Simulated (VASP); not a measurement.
# Sr (P6_3/mmc) in VASP: notebook

The runs below take Sr through single point, with PBEsol.

Everything below comes from runs of VASP 6.6.1. Logs are shortened: lines on timing, memory, paths and dates and some standing lists are left out, and cuts for length are marked.

## Step 1: The cell of the first run

It takes space group P6_3/mmc (No. 194, hexagonal). Conventional cell: a = 4.310 Å, b = 4.310 Å, c = 6.838 Å, α = 90.00°, β = 90.00°, γ = 120.00°. Sr (site symmetry -6m2) has 12 Sr at 4.23 to 4.31 Å within 5.5 Å.

This isn't the form of Sr at room conditions, which is fcc.

## Step 2: Single point, PBEsol (strain +0.000 along x and y, -0.030 along z)

Contents of INCAR:

```
PREC = Accurate ; ENCUT = 520
EDIFF = 1E-7 ; ISMEAR = 0
SIGMA = 0.15 ; LREAL = False
LASPH = True ; NELM = 60
ALGO = Fast ; ISIF = 2
LWAVE = False ; LCHARG = False
GGA = PS ; NBANDS = 17
```

Contents of KPOINTS:

```
regular mesh
0
Gamma
  15 15 8
```

Contents of POSCAR:

```
Sr
1.0
    4.3100002207      0.0000000000      0.0000000000
   -2.1550001104      3.7325696814      0.0000000000
    0.0000000000      0.0000000000      6.8385000000
Sr
2
Direct
    0.3333333333      0.6666666667      0.2500000000
    0.6666666667      0.3333333333      0.7500000000
```

Potentials or basis: VASP PAW PBE potentials, release 64 (Sr_sv).

Launch:

```sh
$ cat potpaw_PBE.64/Sr_sv/POTCAR > POTCAR
$ mpirun -np 1 vasp_std > vasp.out
```

OUTCAR:

```text
PREC = Accurate
   ENCUT = 520
   EDIFF = 1E-7
   ISMEAR = 0
   LREAL = False
   LASPH = True
   NELM = 60
   ISIF = 2
   GGA = PS

 ion  position               nearest neighbor table
   1  0.333  0.667  0.250-   2 4.23   2 4.23   2 4.23   2 4.23   2 4.23   2 4.23
   2  0.667  0.333  0.750-   1 4.23   1 4.23   1 4.23   1 4.23   1 4.23   1 4.23

  LATTYP: Found a hexagonal cell.
 ALAT       =     4.3100002207
 C/A-ratio  =     1.5866588515

  Lattice vectors:

 A1 = (   4.3100002207,   0.0000000000,   0.0000000000)
 A2 = (  -2.1550001104,   3.7325696814,   0.0000000000)
 A3 = (   0.0000000000,   0.0000000000,   6.8385000000)

Analysis of symmetry for initial positions (statically):
=====================================================================
 Subroutine PRICEL returns:
 Original cell was already a primitive cell.

 Routine SETGRP: Setting up the symmetry group for a
 hexagonal supercell.

 Subroutine GETGRP returns: Found 24 space group operations
 (whereof 12 operations were pure point group operations)
 out of a pool of 24 trial point group operations.

The static configuration has the point symmetry D_3d.
 The point group associated with its full space group is D_6h.

Analysis of symmetry for dynamics (positions and initial velocities):
=====================================================================
 Subroutine PRICEL returns:
 Original cell was already a primitive cell.

 Routine SETGRP: Setting up the symmetry group for a
 hexagonal supercell.

 Subroutine GETGRP returns: Found 24 space group operations
 (whereof 12 operations were pure point group operations)
 out of a pool of 24 trial point group operations.

The dynamic configuration has the point symmetry D_3d.
 The point group associated with its full space group is D_6h.

 Subroutine INISYM returns: Found 24 space group operations
 (whereof 12 operations are pure point group operations),
 and found     1 'primitive' translations

----------------------------------------------------------------------------------------

                                     Primitive cell

  volume of cell :     110.0135

  direct lattice vectors                    reciprocal lattice vectors
     4.310000221  0.000000000  0.000000000     0.232018550  0.133955972  0.000000000
    -2.155000110  3.732569681  0.000000000     0.000000000  0.267911944  0.000000000
     0.000000000  0.000000000  6.838500000     0.000000000  0.000000000  0.146230899

  length of vectors
     4.310000221  4.310000221  6.838500000     0.267911944  0.267911944  0.146230899

[... 80 lines left out ...]
   EDIFF  = 0.1E-06   stopping-criterion for ELM
   LREAL  =      F    real-space projection
   EDIFFG = 0.1E-05   stopping-criterion for IOM
   NSW    =      0    number of steps for IOM
   IBRION =     -1    ionic relax: 0-MD 1-quasi-New 2-CG
   NFREE  =      0    steps in history (QN), initial steepest desc. (CG)
   ISIF   =      2    stress and relaxation
   ISYM   =      2    0-nonsym 1-usesym 2-fastsym
   POTIM  = 0.5000    time-step for ionic-motion
   TEBEG  =    0.0;   TEEND  =   0.0 temperature during run
   PSTRESS=    0.0 pullay stress
   NELECT =      20.0000    total number of electrons
   NUPDOWN=      -1.0000    fix difference up-down
   EMIN   =  10.00;   EMAX   =-10.00  energy-range for DOS
   EFERMI =   0.00;   METHOD = LEGACY
   ISMEAR =     0;   SIGMA  =   0.15  broadening in eV -4-tet -1-fermi 0-gaus
   EFERMI_NEDOS =   21; number of points for ismear=-14 and -15
   IALGO  =     68    algorithm
   IMIX   =      4    mixing-type and parameters
     AMIX     =   0.40;   BMIX     =  1.00
     AMIX_MAG =   1.60;   BMIX_MAG =  1.00
  volume/ion in A,a.u.               =      55.01       371.20
  Fermi-wavevector in a.u.,A,eV,Ry     =   0.927405  1.752541 11.702101  0.860080
  Thomas-Fermi vector in A             =   2.053471
   LORBIT       =      0    0 simple, 1 ext, 2 COOP (PROOUT), +10 PAW based schemes
   GGA     = PS    functional components
   LHFCALC =     F    Hartree Fock is set to
   AEXX    =    0.0000 exact exchange contribution
   IVDW    =     0    specifies the selected vdW correction
   LEPSILON=     F    determine dielectric tensor
   LRPA    =     F    only Hartree local field effects (RPA)
 non-spin polarized calculation
 RMM-DIIS sequential band-by-band and
 Gauss-broadening in eV      SIGMA  =   0.15
  energy-cutoff  :      520.00
  volume of cell :      110.01
 maximum number of plane-waves:      2996
   NGX = 17   NGY = 17   NGZ = 25

 number of electron      20.0000000 magnetization

 Free energy of the ion-electron system (eV)
  ---------------------------------------------------
  ext. energy  EPLUGINS =         0.00000000
  ---------------------------------------------------
  free energy    TOTEN  =        -3.67023345 eV

  energy without entropy =       -3.64259438  energy(sigma->0) =       -3.65641391

 E-fermi :   1.5236     XC(G=0):  -7.4305

 val. band max:        1.5172100803   @ k =   0.2667   0.2000   0.1250
 cond. band min:       1.5248914378   @ k =   0.3333   0.1333   0.0000
 fundamental gap:      0.0076813575
 Fermi energy:         1.5235566453

 k-point     1 :       0.0000    0.0000    0.0000
  band No.  band energies     occupation
      1     -35.0367      2.00000
      2     -35.0207      2.00000
      3     -17.1474      2.00000
      4     -16.9721      2.00000
      5     -16.9721      2.00000
      6     -16.9400      2.00000
[... 457 lines left out ...]
      4     -17.0621      2.00000
      5     -17.0427      2.00000
      6     -17.0391      2.00000
[... 9 lines left out ...]
     16       5.1439      0.00000
     17       5.6144      0.00000

 [... further k-points ...]

------------------------ aborting loop because EDIFF is reached ----------------------------------------

  FORCE on cell =-STRESS in cart. coord.  units (eV):
  Direction    XX          YY          ZZ          XY          YZ          ZX
  --------------------------------------------------------------------------------------
  -------------------------------------------------------------------------------------
  Total       -0.5132018     -0.5132018     -0.0628566      0.0000000     -0.0000000      0.0000000
  in kB       -7.4739929     -7.4739929     -0.9154092      0.0000000     -0.0000000      0.0000000
  external PRESSURE =      -5.2877983 kB  Pullay stress =       0.0000000 kB

 VOLUME and BASIS-vectors are now :
 -----------------------------------------------------------------------------
  energy-cutoff  :      520.00
  volume of cell :      110.01
      direct lattice vectors                 reciprocal lattice vectors
     4.310000221  0.000000000  0.000000000     0.232018550  0.133955972  0.000000000
    -2.155000110  3.732569681  0.000000000     0.000000000  0.267911944  0.000000000
     0.000000000  0.000000000  6.838500000     0.000000000  0.000000000  0.146230899

 POSITION                                       TOTAL-FORCE (eV/Angst)
 -----------------------------------------------------------------------------------
     -0.00000      2.48838      1.70962        -0.000000      0.000000      0.000000
      2.15500      1.24419      5.12887         0.000000     -0.000000      0.000000
 -----------------------------------------------------------------------------------
    total drift:                               -0.000000      0.000000     -0.000000

  FREE ENERGIE OF THE ION-ELECTRON SYSTEM (eV)
  ---------------------------------------------------
  free  energy   TOTEN  =        -3.6702334497 eV

  energy  without entropy=       -3.6425943780  energy(sigma->0) =       -3.65641391
```

stdout:

```text
POSCAR found type information on POSCAR Sr
 POSCAR found :  1 types and       2 ions
 scaLAPACK will be used
 -----------------------------------------------------------------------------
[... 32 lines left out ...]
 num prob  num prob WARNING in EDDRMM: call to ZHEGV failed, returncode =   8  4     13
 num prob  num prob WARNING in EDDRMM: call to ZHEGV failed, returncode =   8  4     15
WARNING in EDDRMM: call to ZHEGV failed, returncode =   8  4     14
 num prob  num prob  num prob  num prob  num prob  num prob  num prob  num prob  num prob  num prob  num prob  num prob  num prob  num prob  num prob  num prob  num prob  num prob  num prob  num prob  num prob  num prob  num prob  num prob  num prob  num prob  num prob  num prob  num prob  num prob RMM:  16    -0.367023344968E+01   -0.31710E-08   -0.61375E-07  5564   0.270E-03
```

Wall time 6.4 min (1 thread of Oxide Virtual Turin-like, shared host); peak memory 0.34 GiB.

Results:

* Free energy: -3.6702 eV
* Pressure: -0.5 GPa
* Band gap on the k mesh: zero (bands 10 and 11 overlap by 0.30 eV)

Stress tensor (GPa, compression positive):
```
-0.75  0.00  0.00
 0.00 -0.75  0.00
 0.00  0.00 -0.09
```

Caveat: the cell differs from its parent crystal (strain +0.000 along x and y, -0.030 along z); the PAW data sets were made with another functional, which shifts forces and pressure a little.

## Step 3: Single point, PBEsol (strain -0.015 along x and y, +0.000 along z)

Contents of INCAR:

```
SYSTEM = Sr
  ALGO = Fast
  EDIFF = 1E-6
  ENCUT = 520
  GGA = PS
  ISIF = 2
  ISMEAR = 0
  LASPH = .True.
  LCHARG = .True.
  LELF = .True.
  LREAL = .False.
  LVHAR = .True.
  LWAVE = .False.
  NBANDS = 17
  NELM = 100
  PREC = Accurate
  SIGMA = 0.15
```

Contents of KPOINTS:

```
k-points
0
Gamma
  15 15 8
  0 0 0
```

Contents of POSCAR:

```
Sr
1.0
    4.2453502174      0.0000000000      0.0000000000
   -2.1226751087      3.6765811362      0.0000000000
    0.0000000000      0.0000000000      7.0500000000
Sr
2
Direct
    0.3333333333      0.6666666667      0.2500000000
    0.6666666667      0.3333333333      0.7500000000
```

Potentials or basis: VASP PAW PBE potentials, release 64 (Sr_sv).

Launch:

```sh
$ cat potpaw_PBE.64/Sr_sv/POTCAR > POTCAR
$ mpirun -np 1 vasp_std > vasp.out
```

Run time: 6.4 min. Hardware: 1 thread of Oxide Virtual Turin-like, shared host; peak memory 0.34 GiB.

It converged, with:

| Item | Value |
| --- | --- |
| Free energy | -3.6746 eV |
| Pressure | -0.5 GPa |
| Band gap on the k mesh | zero (bands 10 and 11 overlap by 0.23 eV) |

Stress tensor (GPa, compression positive):
```
-0.46  0.00  0.00
 0.00 -0.46  0.00
 0.00  0.00 -0.71
```

Levels at points of the mesh, in eV from the Fermi level:
```tsv
k point	band 7	band 8	band 9	band 10	band 11	band 12	band 13	band 14
(0.00, 0.00, 0.00)	-18.45	-18.45	-3.67	-1.21	0.00	2.20	2.30	2.30
(0.00, 0.00, 0.50)	-18.46	-18.46	-2.75	-2.75	1.20	1.20	2.31	2.31
```

Caveat: the cell differs from its parent crystal (strain -0.015 along x and y, +0.000 along z); the PAW data sets were made with another functional, which shifts forces and pressure a little.

## Step 4: Single point, PBEsol (strain +0.000 along x and y, -0.015 along z)

Contents of INCAR:

```
SYSTEM = Sr
ALGO = Fast
EDIFF = 1E-6
ENCUT = 520
GGA = PS
ISIF = 2
ISMEAR = 0
LASPH = .TRUE.
LCHARG = .FALSE.
LREAL = .FALSE.
LWAVE = .FALSE.
NBANDS = 17
NELM = 60
PREC = Accurate
SIGMA = 0.15
```

Contents of KPOINTS:

```
k-points
0
G
  15 15 8
  0 0 0
```

Contents of POSCAR:

```
Sr
1.0
    4.3100002207      0.0000000000      0.0000000000
   -2.1550001104      3.7325696814      0.0000000000
    0.0000000000      0.0000000000      6.9442500000
Sr
2
Direct
    0.3333333333      0.6666666667      0.2500000000
    0.6666666667      0.3333333333      0.7500000000
```

Launch:

```sh
$ cat potpaw_PBE.64/Sr_sv/POTCAR > POTCAR
$ mpirun -np 1 vasp_std > vasp.out
```

Wall time 6.2 min (1 thread of Oxide Virtual Turin-like, shared host); peak memory 0.34 GiB.

It converged, with:

```
Free energy            : -3.6673 eV
Pressure               : -0.7 GPa
Band gap on the k mesh : zero (bands 10 and 11 overlap by 0.27 eV)
```

Stress tensor (GPa, compression positive):
```
-0.81  0.00  0.00
 0.00 -0.81  0.00
 0.00  0.00 -0.47
```

Levels at points of the mesh, in eV from the Fermi level:
| k point | band 8 | band 9 | band 10 | band 11 | band 12 | band 13 |
| --- | --- | --- | --- | --- | --- | --- |
| (0.00, 0.00, 0.00) | -18.49 | -3.66 | -1.12 | 0.08 | 2.24 | 2.24 |
| (0.00, 0.00, 0.50) | -18.51 | -2.71 | -2.71 | 1.29 | 1.29 | 2.22 |

Caveat: the cell differs from its parent crystal (strain +0.000 along x and y, -0.015 along z); the PAW data sets were made with another functional, which shifts forces and pressure a little.

## Step 5: Single point, PBEsol (strain -0.015 along x and y, +0.015 along z)

Contents of INCAR:

```
SYSTEM = Sr
PREC = Accurate
ENCUT = 520
EDIFF = 1E-7
ISMEAR = 0
SIGMA = 0.15
LREAL = .False.
LASPH = .True.
NELM = 80
ALGO = Fast
ISIF = 2
LWAVE = .False.
LCHARG = .False.
GGA = PS
NBANDS = 17
```

Contents of KPOINTS:

```
regular mesh
0
Gamma
  15 15 8
  0 0 0
```

Contents of POSCAR:

```
Sr
1.0
    4.2453502174      0.0000000000      0.0000000000
   -2.1226751087      3.6765811362      0.0000000000
    0.0000000000      0.0000000000      7.1557500000
Sr
2
Direct
    0.3333333333      0.6666666667      0.2500000000
    0.6666666667      0.3333333333      0.7500000000
```

Potentials or basis: VASP PAW PBE potentials, release 64 (Sr_sv).

Launch:

```sh
$ cat potpaw_PBE.64/Sr_sv/POTCAR > POTCAR
$ mpirun -np 1 vasp_std > vasp.out
```

OUTCAR:

```text
SYSTEM = Sr
   PREC = Accurate
   ENCUT = 520
   EDIFF = 1E-7
   ISMEAR = 0
   LREAL = .False.
   LASPH = .True.
   NELM = 80
   ISIF = 2
   GGA = PS

 ion  position               nearest neighbor table
   1  0.333  0.667  0.250-   2 4.34   2 4.34   2 4.34   2 4.34   2 4.34   2 4.34
   2  0.667  0.333  0.750-   1 4.34   1 4.34   1 4.34   1 4.34   1 4.34   1 4.34

  LATTYP: Found a hexagonal cell.
 ALAT       =     4.2453502174
 C/A-ratio  =     1.6855499861

  Lattice vectors:

[... 672 lines left out ...]

  FORCE on cell =-STRESS in cart. coord.  units (eV):
  Direction    XX          YY          ZZ          XY          YZ          ZX
  --------------------------------------------------------------------------------------
  -------------------------------------------------------------------------------------
  Total       -0.3555297     -0.3555297     -0.7427214      0.0000000      0.0000000      0.0000000
  in kB       -5.1000411     -5.1000411    -10.6542690      0.0000000      0.0000000      0.0000000
  external PRESSURE =      -6.9514504 kB  Pullay stress =       0.0000000 kB

 VOLUME and BASIS-vectors are now :
 -----------------------------------------------------------------------------
  energy-cutoff  :      520.00
  volume of cell :      111.69
      direct lattice vectors                 reciprocal lattice vectors
     4.245350217  0.000000000  0.000000000     0.235551827  0.135995911  0.000000000
    -2.122675109  3.676581136  0.000000000     0.000000000  0.271991821  0.000000000
     0.000000000  0.000000000  7.155750000     0.000000000  0.000000000  0.139747755

 POSITION                                       TOTAL-FORCE (eV/Angst)
 -----------------------------------------------------------------------------------
     -0.00000      2.45105      1.78894         0.000000     -0.000000      0.000000
      2.12268      1.22553      5.36681        -0.000000      0.000000      0.000000
 -----------------------------------------------------------------------------------
    total drift:                               -0.000000      0.000000     -0.000000

  FREE ENERGIE OF THE ION-ELECTRON SYSTEM (eV)
  ---------------------------------------------------
  free  energy   TOTEN  =        -3.6654871462 eV

  energy  without entropy=       -3.6378199921  energy(sigma->0) =       -3.65165357
```

OSZICAR:

```text
N       E                     dE             d eps       ncg     rms          rms(c)
DAV:   1     0.106711445568E+03    0.10671E+03   -0.93775E+03  4590   0.987E+02
DAV:   2     0.483753098440E+01   -0.10187E+03   -0.10036E+03  5887   0.227E+02
DAV:   3    -0.345784249854E+01   -0.82954E+01   -0.82707E+01  8315   0.463E+01
[... 10 lines left out ...]
RMM:  14    -0.366548639819E+01   -0.20825E-06   -0.38775E-06  7110   0.581E-03    0.272E-03
RMM:  15    -0.366548663920E+01   -0.24101E-06   -0.15119E-06  6379   0.354E-03    0.273E-03
RMM:  16    -0.366548646330E+01    0.17589E-06   -0.62922E-07  5957   0.348E-03    0.647E-03
RMM:  17    -0.366548691673E+01   -0.45343E-06   -0.32398E-07  5376   0.357E-03    0.253E-03
RMM:  18    -0.366548709896E+01   -0.18223E-06   -0.16233E-07  4538   0.218E-03    0.887E-04
RMM:  19    -0.366548714625E+01   -0.47290E-07   -0.63187E-08  3811   0.116E-03
   1 F= -.36654871E+01 E0= -.36516536E+01  d E =-.276672E-01
```

stdout:

```text
POSCAR found type information on POSCAR Sr
 POSCAR found :  1 types and       2 ions
 scaLAPACK will be used
[... 42 lines left out ...]
 num prob  num prob  num prob  num prob  num prob  num prob  num prob  num prob  num prob  num prob  num prob  num prob  num prob  num prob  num prob  num prob  num prob  num prob  num prob  num prob  num prob  num prob  num prob  num prob  num prob  num prob  num prob WARNING in EDDRMM: call to ZHEGV failed, returncode =   8  4     15
 num prob  num prob  num prob  num prob  num prob  num prob  num prob WARNING in EDDRMM: call to ZHEGV failed, returncode =   6  3     15
 num prob  num prob  num prob  num prob  num prob  num prob  num prob  num prob  num prob  num prob  num prob  num prob  num prob  num prob  num prob  num prob  num prob  num prob RMM:  19    -0.366548714625E+01   -0.47290E-07   -0.63187E-08  3811   0.116E-03
```

Run time: 9.1 min. Hardware: 1 thread of Oxide Virtual Turin-like, shared host; peak memory 0.34 GiB.

Results:

```yaml
Free_energy: -3.6655 eV
Pressure: -0.7 GPa
Band_gap_on_the_k_mesh: zero (bands 10 and 11 overlap by 0.24 eV)
```

Caveat: the cell differs from its parent crystal (strain -0.015 along x and y, +0.015 along z); the PAW data sets were made with another functional, which shifts forces and pressure a little.

## Step 6: The runs side by side

| cell | further INCAR settings | gap on the mesh (eV) | pressure (GPa) |
| --- | --- | --- | --- |
| a = 4.310, b = 4.310, c = 6.838 Å, angles 90.0, 90.0, 120.0°, 2 atoms | ALGO = Fast; EDIFF = 1e-07; NBANDS = 17 | none | -0.5 |
| a = 4.245, b = 4.245, c = 7.050 Å, angles 90.0, 90.0, 120.0°, 2 atoms | ALGO = Fast; EDIFF = 1e-06; NBANDS = 17 | none | -0.5 |
| a = 4.310, b = 4.310, c = 6.944 Å, angles 90.0, 90.0, 120.0°, 2 atoms | ALGO = Fast; EDIFF = 1e-06; NBANDS = 17 | none | -0.7 |
| a = 4.245, b = 4.245, c = 7.156 Å, angles 90.0, 90.0, 120.0°, 2 atoms | ALGO = Fast; EDIFF = 1e-07; NBANDS = 17 | none | -0.7 |

Alike in all rows: task single point; level PBEsol; potentials or basis VASP PAW PBE potentials, release 64 (Sr_sv); no spin polarisation; k mesh 15 × 15 × 8; cutoff (eV) 520; smearing gaussian 0.15 eV.

Caveats: the PAW data sets were made with another functional, which shifts forces and pressure a little.

Total energies depend on the potentials used, so only differences within one code and one set of settings carry meaning.

The gap in the log of VASP goes by the Fermi energy; the results here count the filled bands.